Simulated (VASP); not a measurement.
# SiNi3 in VASP: a series of runs

SiNi3 is run at these levels: LDA+U, PBE; tasks: single point, vibrations by perturbation theory.

All numbers are computed with VASP 6.6.1; they aren't measurements. Logs are shortened: lines on timing, memory, paths and dates and some standing lists are left out, and cuts for length are marked.

### 1 The cell of the first run

It takes space group P4mm (No. 99, tetragonal). The conventional cell has a = 3.542 Å, b = 3.542 Å, c = 3.507 Å, α = 90.00°, β = 90.00°, γ = 90.00°. Within 3.3 Å of Ni (site symmetry 4mm) lie 8 Ni at 2.49 Å and 4 Si at 2.51 Å. Ni (site symmetry 2mm) has 4 Si at 2.44 to 2.55 Å and 8 Ni at 2.49 to 2.50 Å within 3.2 Å. Within 3.2 Å of Si (site symmetry 4mm) lie 12 Ni at 2.44 to 2.55 Å.

### 2 Single point, LDA+U, collinear spin, ferromagnetic start (last atom moved by 0.08 Å along z, cell strained by -1.0% along z)

INCAR

```
SYSTEM = SiNi3
GGA = CA
ISPIN = 2
MAGMOM = 1 1 1 0
LORBIT = 11
LDAU = .TRUE.
LDAUTYPE = 2
LDAUL = 2 -1
LDAUU = 4 0
LDAUJ = 0 0
ISMEAR = 2
SIGMA = 0.05
LWAVE = .FALSE.
LCHARG = .FALSE.
ISIF = 2
PREC = Accurate
LASPH = .TRUE.
LREAL = .FALSE.
ALGO = Normal
EDIFF = 1E-6
NELM = 200
GGA_COMPAT = .FALSE.
ENCUT = 710
LMAXMIX = 4
KPAR = 4
NBANDS = 44
```

KPOINTS

```
Automatic mesh
0
Gamma
  17 17 18
  0 0 0
```

POSCAR

```
SiNi3
1.0
    3.5420000000      0.0000000000      0.0000000000
    0.0000000000      3.5420000000      0.0000000000
    0.0000000000      0.0000000000      3.5065800000
Ni Si
3 1
Direct
    0.5000000000      0.5000000000      0.0000000000
    0.5000000000      0.0000000000      0.5000000000
    0.0000000000      0.5000000000      0.5000000000
    0.0000000000      0.0000000000      0.0225861100
```

Potentials or basis: VASP PAW LDA potentials, release 64 (Ni, Si).

Launch:

```console
$ cat potpaw_LDA.64/Ni/POTCAR potpaw_LDA.64/Si/POTCAR > POTCAR
$ mpirun -np 4 vasp_std > vasp.out
```

OUTCAR:

```text
SYSTEM = SiNi3
   GGA = CA
   ISPIN = 2
   LORBIT = 11
   ISMEAR = 2
   ISIF = 2
   PREC = Accurate
   LASPH = .TRUE.
   LREAL = .FALSE.
   EDIFF = 1E-6
   NELM = 200
   ENCUT = 710

 ion  position               nearest neighbor table
   1  0.500  0.500  0.000-   2 2.49   3 2.49   2 2.49   3 2.49   2 2.49   2 2.49   3 2.49   3 2.49
                             4 2.51   4 2.51   4 2.51   4 2.51
   2  0.500  0.000  0.500-   4 2.44   4 2.44   1 2.49   1 2.49   1 2.49   1 2.49   3 2.50   3 2.50
                             3 2.50   3 2.50   4 2.55   4 2.55
   3  0.000  0.500  0.500-   4 2.44   4 2.44   1 2.49   1 2.49   1 2.49   1 2.49   2 2.50   2 2.50
                             2 2.50   2 2.50   4 2.55   4 2.55
   4  0.000  0.000  0.023-   2 2.44   3 2.44   3 2.44   2 2.44   1 2.51   1 2.51   1 2.51   1 2.51
                             2 2.55   3 2.55   2 2.55   3 2.55

  LATTYP: Found a simple tetragonal cell.
 ALAT       =     3.5420000000
 C/A-ratio  =     0.9900000000

  Lattice vectors:

 A1 = (   3.5420000000,   0.0000000000,   0.0000000000)
 A2 = (   0.0000000000,   3.5420000000,   0.0000000000)
 A3 = (   0.0000000000,   0.0000000000,   3.5065800000)

Analysis of symmetry for initial positions (statically):
=====================================================================
 Subroutine PRICEL returns:
 Original cell was already a primitive cell.

 Routine SETGRP: Setting up the symmetry group for a
 simple tetragonal supercell.

 Subroutine GETGRP returns: Found  8 space group operations
 (whereof  8 operations were pure point group operations)
 out of a pool of 16 trial point group operations.

The static configuration has the point symmetry C_4v.

Analysis of symmetry for dynamics (positions and initial velocities):
=====================================================================
 Subroutine PRICEL returns:
 Original cell was already a primitive cell.

 Routine SETGRP: Setting up the symmetry group for a
 simple tetragonal supercell.

 Subroutine GETGRP returns: Found  8 space group operations
 (whereof  8 operations were pure point group operations)
 out of a pool of 16 trial point group operations.

The dynamic configuration has the point symmetry C_4v.

Analysis of structural, dynamic, and magnetic symmetry:
=====================================================================
 Subroutine PRICEL returns:
 Original cell was already a primitive cell.

 Routine SETGRP: Setting up the symmetry group for a
 simple tetragonal supercell.

 Subroutine GETGRP returns: Found  8 space group operations
 (whereof  8 operations were pure point group operations)
 out of a pool of 16 trial point group operations.

The overall configuration has the point symmetry C_4v.

 Subroutine INISYM returns: Found  8 space group operations
 (whereof  8 operations are pure point group operations),
 and found     1 'primitive' translations

----------------------------------------------------------------------------------------

                                     Primitive cell

  volume of cell :      43.9927

  direct lattice vectors                    reciprocal lattice vectors
     3.542000000  0.000000000  0.000000000     0.282326369  0.000000000  0.000000000
     0.000000000  3.542000000  0.000000000     0.000000000  0.282326369  0.000000000
     0.000000000  0.000000000  3.506580000     0.000000000  0.000000000  0.285178151

  length of vectors
     3.542000000  3.542000000  3.506580000     0.282326369  0.282326369  0.285178151

  position of ions in fractional coordinates (direct lattice)
     0.500000000  0.500000000  0.000000000
     0.500000000  0.000000000  0.500000000
     0.000000000  0.500000000  0.500000000
     0.000000000  0.000000000  0.022586110

  ion indices of the primitive-cell ions
   primitive index   ion index
                 1           1
                 2           2
                 3           3
                 4           4

----------------------------------------------------------------------------------------

 KPOINTS: Automatic mesh

[... 49 lines left out ...]
   k-points           NKPTS =    450   k-points in BZ     NKDIM =    450   number of bands    NBANDS=     44
   number of dos      NEDOS =    301   number of ions     NIONS =      4
   total plane-waves  NPLWV =  30720
   dimension x,y,z NGX =    32 NGY =   32 NGZ =   30
   dimension x,y,z NGXF=    64 NGYF=   64 NGZF=   60
   ions per type =               3   1
   NGX,Y,Z   is equivalent  to a cutoff of  15.02, 15.02, 14.22 a.u.
   NGXF,Y,Z  is equivalent  to a cutoff of  30.04, 30.04, 28.45 a.u.
 SYSTEM =  SiNi3
   PREC   = accura    normal or accurate (medium, high low for compatibility)
   ISTART =      0    job   : 0-new  1-cont  2-samecut
   ICHARG =      2    charge: 1-file 2-atom 10-const
   ISPIN  =      2    spin polarized calculation?
   LNONCOLLINEAR =      F non collinear calculations
   LSORBIT =      F    spin-orbit coupling
   LASPH  =      T    aspherical Exc in radial PAW
   ENCUT  =  710.0 eV  52.18 Ry    7.22 a.u.   7.70  7.70  7.62*2*pi/ulx,y,z
   NELM   =    200;   NELMIN=  2; NELMDL= -5     # of ELM steps
   EDIFF  = 0.1E-05   stopping-criterion for ELM
   LREAL  =      F    real-space projection
   EDIFFG = 0.1E-04   stopping-criterion for IOM
   NSW    =      0    number of steps for IOM
   IBRION =     -1    ionic relax: 0-MD 1-quasi-New 2-CG
   NFREE  =      0    steps in history (QN), initial steepest desc. (CG)
   ISIF   =      2    stress and relaxation
   ISYM   =      2    0-nonsym 1-usesym 2-fastsym
   POTIM  = 0.5000    time-step for ionic-motion
   TEBEG  =    0.0;   TEEND  =   0.0 temperature during run

   SCALEE = 1.0000    scale energy and forces
   PSTRESS=    0.0 pullay stress
   NELECT =      34.0000    total number of electrons
   NUPDOWN=      -1.0000    fix difference up-down
   EMIN   =  10.00;   EMAX   =-10.00  energy-range for DOS
   EFERMI =   0.00;   METHOD = LEGACY
   ISMEAR =     2;   SIGMA  =   0.05  broadening in eV -4-tet -1-fermi 0-gaus
   EFERMI_NEDOS =   21; number of points for ismear=-14 and -15
   IALGO  =     38    algorithm
   IMIX   =      4    mixing-type and parameters
     AMIX     =   0.40;   BMIX     =  1.00
     AMIX_MAG =   1.60;   BMIX_MAG =  1.00
  volume/ion in A,a.u.               =      11.00        74.22
  Fermi-wavevector in a.u.,A,eV,Ry     =   1.502361  2.839050 30.709537  2.257087
  Thomas-Fermi vector in A             =   2.613611
   LORBIT       =     11    0 simple, 1 ext, 2 COOP (PROOUT), +10 PAW based schemes
 LDA+U is selected, type is set to LDAUTYPE =  2
   angular momentum for each species LDAUL =     2   -1
   U (eV)           for each species LDAUU =   4.0  0.0
   J (eV)           for each species LDAUJ =   0.0  0.0
   GGA     = CA    functional components
   LHFCALC =     F    Hartree Fock is set to
   AEXX    =    0.0000 exact exchange contribution
   IVDW    =     0    specifies the selected vdW correction
   LEPSILON=     F    determine dielectric tensor
   LRPA    =     F    only Hartree local field effects (RPA)

   CSHIFT  =0.1000    complex shift for real part using Kramers Kronig

   OMEGAMAX=  -1.0    maximum frequency
 spin polarized calculation
 Methfessel and Paxton  Order N= 2 SIGMA  =   0.05
  energy-cutoff  :      710.00
  volume of cell :       43.99
 maximum number of plane-waves:      1920
 NGX is ok and might be reduce to    32
   NGX = 15   NGY = 15   NGZ = 15

 number of electron      33.9999978 magnetization      -0.0145568

 number of electron      33.9999978 magnetization       0.0656472

 Free energy of the ion-electron system (eV)
  ---------------------------------------------------
  ext. energy  EPLUGINS =         0.00000000
  ---------------------------------------------------
  free energy    TOTEN  =       -20.27819434 eV

  energy without entropy =      -20.27842521  energy(sigma->0) =      -20.27825206

 E-fermi :   9.4591     XC(G=0): -13.2083

 val. band max:        9.4590578383   @ k =   0.4706   0.3529   0.3889
 cond. band min:       9.4608233823   @ k =   0.4118   0.4118   0.3333
 fundamental gap:      0.0017655440
 Fermi energy:         9.4591189702

 spin component 1

 k-point     1 :       0.0000    0.0000    0.0000
  band No.  band energies     occupation
      1      -1.7227      1.00000
      2       4.5778      1.00000
      3       5.3860      1.00000
      4       5.3977      1.00000
      5       5.8442      1.00000
      6       5.8442      1.00000
[... 757 lines left out ...]
     28      24.9833      0.00000
     29      25.3597      0.00000

 [... further k-points ...]

 spin component 2

 k-point     1 :       0.0000    0.0000    0.0000
  band No.  band energies     occupation
      1      -1.7292      1.00000
      2       4.5834      1.00000
      3       5.3957      1.00000
      4       5.4198      1.00000
      5       5.8890      1.00000
      6       5.9366      1.00000
[... 757 lines left out ...]
     28      24.9817      0.00000
     29      25.3862      0.00000

 [... further k-points ...]

 [bands above 29 left out]

------------------------ aborting loop because EDIFF is reached ----------------------------------------

  FORCE on cell =-STRESS in cart. coord.  units (eV):
  Direction    XX          YY          ZZ          XY          YZ          ZX
  --------------------------------------------------------------------------------------
  -------------------------------------------------------------------------------------
  Total       -7.3153411     -7.3153411     -7.0144006      0.0000000      0.0000000     -0.0000000
  in kB     -266.4184521   -266.4184521   -255.4584558      0.0000000      0.0000000     -0.0000000
  external PRESSURE =    -262.7651200 kB  Pullay stress =       0.0000000 kB

 VOLUME and BASIS-vectors are now :
 -----------------------------------------------------------------------------
  energy-cutoff  :      710.00
  volume of cell :       43.99
      direct lattice vectors                 reciprocal lattice vectors
     3.542000000  0.000000000  0.000000000     0.282326369  0.000000000  0.000000000
     0.000000000  3.542000000  0.000000000     0.000000000  0.282326369  0.000000000
     0.000000000  0.000000000  3.506580000     0.000000000  0.000000000  0.285178151

 POSITION                                       TOTAL-FORCE (eV/Angst)
 -----------------------------------------------------------------------------------
      1.77100      1.77100      0.00000         0.000000      0.000000     -0.011439
      1.77100      0.00000      1.75329         0.000000     -0.000000      0.090038
      0.00000      1.77100      1.75329         0.000000     -0.000000      0.090038
      0.00000      0.00000      0.07920         0.000000     -0.000000     -0.168637
 -----------------------------------------------------------------------------------
    total drift:                                0.000000     -0.000000      0.000012

  FREE ENERGIE OF THE ION-ELECTRON SYSTEM (eV)
  ---------------------------------------------------
  free  energy   TOTEN  =       -20.2781943442 eV

  energy  without entropy=      -20.2784252107  energy(sigma->0) =      -20.27825206

 total charge

# of ion       s       p       d       tot
------------------------------------------
    1        0.456   0.489   8.623   9.568
    2        0.458   0.493   8.629   9.579
    3        0.458   0.493   8.629   9.579
    4        0.746   0.779   0.000   1.525
--------------------------------------------------
tot          2.117   2.253  25.881  30.251

 magnetization (x)

# of ion       s       p       d       tot
------------------------------------------
    1       -0.001  -0.003   0.048   0.045
    2       -0.001  -0.003   0.021   0.017
    3       -0.001  -0.003   0.021   0.017
    4       -0.001  -0.003   0.000  -0.003
--------------------------------------------------
tot         -0.004  -0.011   0.090   0.076
```

Run time: 6.1 min. Hardware: 4 MPI ranks of AMD EPYC 9R45 (Zen 5), shared host; peak memory 1.5 GiB.

What came out:

```
Free energy                                           : -20.2782 eV
Pressure                                              : -26.3 GPa
Largest force                                         : 0.169 eV/Å
Net moment                                            : 0.07 μB per cell
Site moments                                          : Ni +0.04, +0.02 (each value once); Si -0.00 μB
Valence electrons inside the program's atomic spheres : Ni 9.57, 9.58 (each value once); Si 1.52
```

Forces on the atoms (eV/Å):
```
Ni   0.000  0.000 -0.011
Ni   0.000  0.000  0.090
Ni   0.000  0.000  0.090
Si   0.000  0.000 -0.169
```

Caveat: the cell differs from its parent crystal (last atom moved by 0.08 Å along z, cell strained by -1.0% along z); the cell stands under tension; the U is typed as a test and isn't derived for this compound. The state reached can hang on the start; a lower one may exist.

[end of part 1 of 2]
